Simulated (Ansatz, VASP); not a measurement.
# Se: VASP beside Ansatz

The input INCAR:

```
SYSTEM = Se
  ALGO = Normal
  EDIFF = 1E-6
  ENCUT = 500
  GGA = PS
  GGA_COMPAT = .FALSE.
  ISIF = 2
  ISMEAR = -1
  LASPH = .TRUE.
  LCHARG = .FALSE.
  LREAL = .FALSE.
  LWAVE = .FALSE.
  NBANDS = 13
  NELM = 120
  PREC = Accurate
  SIGMA = 0.1
```

KPOINTS

```
k-points
0
G
  10 10 10
  0 0 0
```

POSCAR

```
Se
1.0
    0.0000000000      3.1928528633      3.1928528633
    3.1928528633      0.0000000000      3.1928528633
    3.1928528633      3.1928528633      0.0000000000
Se
2
Direct
    0.1250000000      0.1250000000      0.1250000000
    0.8750000000      0.8750000000      0.8750000000
```

Input for Ansatz:

```yaml
crystal:
  lattice:
    - [0.0, 3.1928528633, 3.1928528633]
    - [3.1928528633, 0.0, 3.1928528633]
    - [3.1928528633, 3.1928528633, 0.0]
  atoms:
    - { symbol: Se, position: [0.125, 0.125, 0.125] }
    - { symbol: Se, position: [0.875, 0.875, 0.875] }
hamiltonian:
  xc: pbesol
  pseudopotentials:
    kind: paw
    azcp:
      Se: "pseudopotentials/Se.paw.azcp"
basis:
  ecutwfc: 420
  fft_grid_basis: typed
kpoints:
  mp_grid: { grid: [10, 10, 10], shift: [0, 0, 0] }
magnetization:
  spin_polarized: false
scf:
  occupations: { method: fermi_dirac, width: 0.1 }
  lower_state_search: "off"
output:
  stress: true
```

Alike in both runs: task single point; functional PBEsol; k mesh 10 × 10 × 10; occupations fermi-dirac, width 0.1 eV; no spin polarisation.

|  | VASP | Ansatz |
| --- | --- | --- |
| version | VASP 6.6.1 | Ansatz 0.2.0 |
| potentials or method | VASP PAW PBE potentials, release 64 (Se), cutoff 500 eV | plane waves (420 eV) with PAW, scalar-relativistic |
| valence electrons in the cell | 12 | 32 |

|  | VASP | Ansatz | Ansatz less VASP |
| --- | --- | --- | --- |
| pressure (GPa) | -2.9 | -2.9 | -0.04 |

VASP's potentials were made for PBE, not for PBEsol, and Ansatz warns of the same on its side. VASP's potentials hold 12 valence electrons a cell and Ansatz's 32, so a difference there can come from the potentials and not from the codes.
